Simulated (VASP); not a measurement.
Set up this calculation in VASP 6.6.1, as the native input.

```yaml
Task: single point
Functional: pbe exchange, pbesol correlation
Potentials_or_basis: VASP PAW PBE potentials, release 64 (In_d)
Cutoff: 500 eV
k_mesh: 10 × 10 × 10
Occupations: methfessel-paxton, width 0.005 eV
Spin: no spin polarisation
Dipole_correction: no
Further_INCAR_settings: ALGO = Normal; EDIFF = 1e-06; NBANDS = 12; ISYM = 0
```

The structure of In lies in POSCAR:

```
In
1.0
   -1.8666280000      1.8685550000      1.9438550000
    1.7937150000     -1.8506050000      1.8529930000
    1.9274900000      1.9114680000     -1.9259050000
In
1
Direct
    0.0248490000      0.0040480000      0.0136390000
```

One way to write it, as run:

INCAR

```
SYSTEM = In
ALGO     = Normal         ! electronic algorithm
EDIFF    = 1E-6           ! SCF threshold, eV
ENCUT    = 500            ! plane-wave cutoff, eV
GGA      = LIBXC          ! functional
GGA_COMPAT= .False.      
ISIF     = 2              ! what is computed and relaxed
ISMEAR   = 1              ! smearing method
ISYM     = 0            
LASPH    = .True.         ! aspherical terms in the spheres
LCHARG   = .False.        ! write CHGCAR
LIBXC1   = GGA_X_PBE    
LIBXC2   = GGA_C_PBE_SOL
LREAL    = .False.        ! projectors in reciprocal space
LWAVE    = .False.        ! write WAVECAR
NBANDS   = 12             ! bands
NELM     = 120            ! most SCF steps
PREC     = Accurate       ! precision mode
SIGMA    = 0.005          ! smearing width, eV
```

KPOINTS

```
k-points
0
Gamma
  10 10 10
  0 0 0
```

Potentials or basis: VASP PAW PBE potentials, release 64 (In_d).

Launch:

```console
$ cat potpaw_PBE.64/In_d/POTCAR > POTCAR
$ mpirun -np 1 vasp_std > vasp.out
```

Results of the run:

The pressure is 2.4 GPa and the band gap on the k mesh is zero (an odd number of electrons rules out a gap without spin polarisation).

Caveat: the PAW data sets were made with another functional, which shifts forces and pressure a little; spin-orbit coupling is left out, which moves the levels of the heavy elements.

Wall time 2.5 min on 1 thread of AMD EPYC 7571, with other jobs on the host, peak memory 0.22 GiB.
